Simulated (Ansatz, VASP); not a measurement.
SrCl2: VASP beside Ansatz

POSCAR

```
SrCl2
1.0
    0.0000000000      3.7864615652      2.9534400209
    3.7864615652      0.0000000000      2.9534400209
    3.7864615652      3.7864615652      0.0000000000
Sr Cl
1 2
Direct
    0.0000000000      0.0000000000      0.0000000000
    0.2500000000      0.2500000000      0.2500000000
    0.7500000000      0.7500000000      0.7500000000
```

File INCAR.step1:

```
SYSTEM = SrCl2
PREC     = Accurate       ! precision mode
ENCUT    = 520            ! plane-wave cutoff, eV
ISMEAR   = 0              ! smearing method
SIGMA    = 0.05           ! smearing width, eV
LREAL    = .FALSE.        ! projectors in reciprocal space
LASPH    = .TRUE.         ! aspherical terms in the spheres
NELM     = 100            ! most SCF steps
NBANDS   = 19             ! bands
GGA      = PE             ! functional
ALGO     = Normal         ! electronic algorithm
EDIFF    = 1E-4           ! SCF threshold, eV
LWAVE    = .TRUE.         ! write WAVECAR
LCHARG   = .FALSE.        ! write CHGCAR
```

The input INCAR.step2:

```
SYSTEM = SrCl2
PREC     = Accurate       ! precision mode
ENCUT    = 520            ! plane-wave cutoff, eV
EDIFF    = 1E-6           ! SCF threshold, eV
ISMEAR   = 0              ! smearing method
SIGMA    = 0.05           ! smearing width, eV
LREAL    = .FALSE.        ! projectors in reciprocal space
LASPH    = .TRUE.         ! aspherical terms in the spheres
NELM     = 100            ! most SCF steps
ALGO     = Normal         ! electronic algorithm
ISIF     = 2              ! what is computed and relaxed
LWAVE    = .FALSE.        ! write WAVECAR
LCHARG   = .FALSE.        ! write CHGCAR
METAGGA  = R2SCAN         ! meta-GGA
LMIXTAU  = .TRUE.       
NBANDS   = 19             ! bands
ISTART   = 1
```

File KPOINTS:

```
Automatic mesh
0
G
  6 6 6
  0 0 0
```

Input for Ansatz:

```yaml
crystal:
  lattice:
    - [0.0, 3.7864615652, 2.9534400209]
    - [3.7864615652, 0.0, 2.9534400209]
    - [3.7864615652, 3.7864615652, 0.0]
  atoms:
    - { symbol: Sr, position: [0.0, 0.0, 0.0] }
    - { symbol: Cl, position: [0.25, 0.25, 0.25] }
    - { symbol: Cl, position: [0.75, 0.75, 0.75] }
basis:
  ecutwfc: 500
kpoints:
  mp_grid: { grid: [6, 6, 6] }
hamiltonian:
  xc: r2scan
scf:
  occupations: { method: gaussian, width: 0.05 }
output:
  forces: true
  stress: true
  eigenvalues: true
```

Alike in both runs: task single point; functional r2SCAN; k mesh 6 × 6 × 6; occupations gaussian, width 0.05 eV; no spin polarisation.

```csv
,VASP,Ansatz
version,VASP 6.6.1,Ansatz 0.2.0
potentials or method,"VASP PAW PBE potentials, release 64 (Sr_sv, Cl), cutoff 520 eV","scalar-relativistic, plane waves, PAW"
valence electrons in the cell,24,24
```

|  | VASP | Ansatz | Ansatz less VASP |
| --- | --- | --- | --- |
| gap on the k mesh at the Fermi level (eV) | 3.48 | 3.47 | -0.006 |
| least direct gap on the mesh (eV) | 3.63 | 3.62 | -0.006 |
| pressure (GPa) | 1.7 | 1.7 | -0.02 |
| traceless stress, the component that is largest in VASP (GPa) | 12.09 | 12.15 | +0.058 |

VASP's potentials were made for PBE, not for r2SCAN.
